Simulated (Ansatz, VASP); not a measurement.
**One calculation of Rb, two programs**

```xyz
3
Lattice="8.1201 0.0000 0.0000 -4.0601 7.0322 0.0000 0.0000 0.0000 4.8200" Properties=species:S:1:pos:R:3 pbc="T T T"
Rb    0.0000    0.0000    0.0000
Rb    0.0000    4.6882    2.4100
Rb    4.0601    2.3441    2.4100
```

Alike in both runs: functional PBE; k mesh 6 × 6 × 10; occupations gaussian, width 0.1 eV; no spin polarisation.

Ansatz relaxed the structure, and its values are those at the end. VASP's run is a single point on that final structure, the one shown.

|  | VASP | Ansatz |
| --- | --- | --- |
| version | VASP 6.6.1 | Ansatz 0.2.0 |
| potentials or method | VASP PAW PBE potentials, release 64 (Rb_sv), cutoff 520 eV | scalar-relativistic, plane waves, PAW |
| valence electrons in the cell | 27 | 27 |

```csv
,VASP,Ansatz,Ansatz less VASP
gap on the k mesh at the Fermi level (eV),none,none,-
pressure (GPa),0.0,0.0,0.00
```

A gap of «none» marks a metal or a gap that the smearing closes.
